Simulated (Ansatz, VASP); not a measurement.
**Hf2NiH3 in VASP and in Ansatz**

```xyz
6
Lattice="3.1596 0.0000 0.0000 0.0000 3.1596 0.0000 0.0000 0.0000 6.9247" Properties=species:S:1:pos:R:3 pbc="T T T"
H     1.5798    1.5798    0.0000
H     0.0000    1.5798    2.6452
H     1.5798    0.0000    4.2794
Ni    0.0000    0.0000    0.0000
Hf    0.0000    1.5798    5.0827
Hf    1.5798    0.0000    1.8420
```

Alike in both runs: task single point; functional PBEsol; k mesh 8 × 8 × 4; non-collinear spin, spin-orbit coupling.

```csv
,VASP,Ansatz
version,VASP 6.6.1,Ansatz 0.2.0
potentials or method,"VASP PAW PBE potentials, release 64 (H, Ni, Hf_pv), cutoff 520 eV",PAW plane waves
occupations,"fermi-dirac, width 0.1 eV",fermi-dirac
valence electrons in the cell,33,73
```

|  | VASP | Ansatz | Ansatz less VASP |
| --- | --- | --- | --- |
| pressure (GPa) | -7.8 | -7.1 | +0.67 |
| rms of the force components (eV/Å) | 0.683 | 0.715 | +0.0322 |

VASP's potentials were made for PBE, not for PBEsol. VASP's potentials hold 33 valence electrons a cell and Ansatz's 73, so a difference there can come from the potentials and not from the codes.
